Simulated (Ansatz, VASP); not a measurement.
AlH4: VASP beside Ansatz

INCAR

```
SYSTEM = AlH4
PREC = Accurate
ENCUT = 600
EDIFF = 1E-6
ISMEAR = 0
SIGMA = 0.1
LREAL = .FALSE.
LASPH = .TRUE.
NELM = 80
ALGO = Normal
ISIF = 3
LWAVE = .FALSE.
LCHARG = .FALSE.
GGA = PE
IBRION = 2
NSW = 90
EDIFFG = -0.04
```

KPOINTS

```
regular mesh
0
G
  6 6 6
  0 0 0
```

POSCAR

```
AlH4
1.0
   -2.2505692000      2.2505692000      2.2505692000
    2.2505692000     -2.2505692000      2.2505692000
    2.2505692000      2.2505692000     -2.2505692000
Al H
1 4
Direct
    0.0000000000      0.0000000000      0.0000000000
    0.0000000000      0.0000000000      0.5000000000
    0.0000000000      0.5000000000      0.0000000000
    0.5000000000      0.0000000000      0.0000000000
    0.5000000000      0.5000000000      0.5000000000
```

Input for Ansatz:

```yaml
crystal:
  lattice:
    - [-2.2505692, 2.2505692, 2.2505692]
    - [2.2505692, -2.2505692, 2.2505692]
    - [2.2505692, 2.2505692, -2.2505692]
  atoms:
    - { symbol: Al, position: [0.0, 0.0, 0.0] }
    - { symbol: H, position: [0.0, 0.0, 0.5] }
    - { symbol: H, position: [0.0, 0.5, 0.0] }
    - { symbol: H, position: [0.5, 0.0, 0.0] }
    - { symbol: H, position: [0.5, 0.5, 0.5] }
basis:
  ecutwfc: 420
kpoints:
  mp_grid: { grid: [6, 6, 6] }
hamiltonian:
  xc: pbe
scf:
  occupations: { method: gaussian, width: 0.1 }
  lower_state_search: "off"
output:
  forces: true
  stress: true
  eigenvalues: true
relax:
  adjacent_minimum: "off"
  f_tol: 0.04
  max_steps: 70
  cell: { stress_tol: 0.4 }
```

Change from the starting cell: species swapped into the MnGa4 type (Im-3m, No. 229).

Alike in both runs: task relaxation of cell and atoms; functional PBE; k mesh 6 × 6 × 6; occupations gaussian, width 0.1 eV; no spin polarisation.

```csv
,VASP,Ansatz
version,VASP 6.6.1,Ansatz 0.2.0
potentials or method,"VASP PAW PBE potentials, release 64 (Al, H), cutoff 600 eV","scalar-relativistic, plane waves, PAW"
valence electrons in the cell,7,7
```

VASP gave:

| Property | Result |
| --- | --- |
| gap on the k mesh at the Fermi level, each at its own relaxed structure (eV) | none |
| relaxed volume (Å³/atom) | 7.11 |
| relaxed cell length with the largest relative difference (Å) | 3.588 |

Task: Which values does Ansatz return?

Result: gap on the k mesh at the Fermi level, each at its own relaxed structure (eV): none; relaxed volume (Å³/atom): 7.15; relaxed cell length with the largest relative difference (Å): 3.594.

A gap of «none» marks a metal or a gap that the smearing closes.

Noted on VASP's run: the volume moved by over 15 % at a fixed basis, so the end points are rough.
